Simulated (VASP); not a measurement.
**KF: single point with LDA**

Crystal: KF.

```
K F
1.0
     0.08306    2.61009    2.61009
     2.61009    0.08306    2.61009
     2.61009    2.61009    0.08306
K F
1 1
Direct
  0.00000 0.00000 0.00000
  0.50000 0.50000 0.50000
```

```json
{"Program": "VASP 6.6.1", "Task": "single point", "Functional": "LDA", "Potentials or basis": "VASP PAW LDA potentials, release 64 (K_sv, F)", "Cutoff": "520 eV", "k mesh": "8 × 8 × 8", "Occupations": "gaussian, width 0.05 eV", "Spin": "no spin polarisation", "Dipole correction": "no", "Further INCAR settings": "ALGO = Normal; EDIFF = 1e-06; NBANDS = 15"}
```

```json
{
  "Pressure": "0.9 GPa",
  "Band gap on the k mesh": "6.41 eV, direct"
}
```

Stress tensor (GPa, compression positive):
```
 0.90 -0.46 -0.46
-0.46  0.90 -0.46
-0.46 -0.46  0.90
```

Levels at points of the mesh, in eV from the valence-band top:
```tsv
k point	band 5	band 6	band 7	band 8	band 9	band 10	band 11	band 12
(0.00, 0.00, 0.00)	-8.72	-0.05	0.00	0.00	6.41	10.43	10.96	10.96
(0.50, 0.00, 0.00)	-8.78	-1.02	-0.57	-0.47	9.27	11.15	12.29	12.78
(0.50, 0.50, 0.00)	-9.03	-0.15	-0.05	-0.02	7.93	10.76	12.35	14.16
(0.50, 0.50, 0.50)	-8.75	-1.00	-0.43	-0.43	9.12	10.96	12.43	12.43
```

Run time: 22 s on 1 thread of AMD EPYC 9R14 (Zen 4), on a shared host, peak memory 0.13 GiB.

A k mesh can miss the band edges.
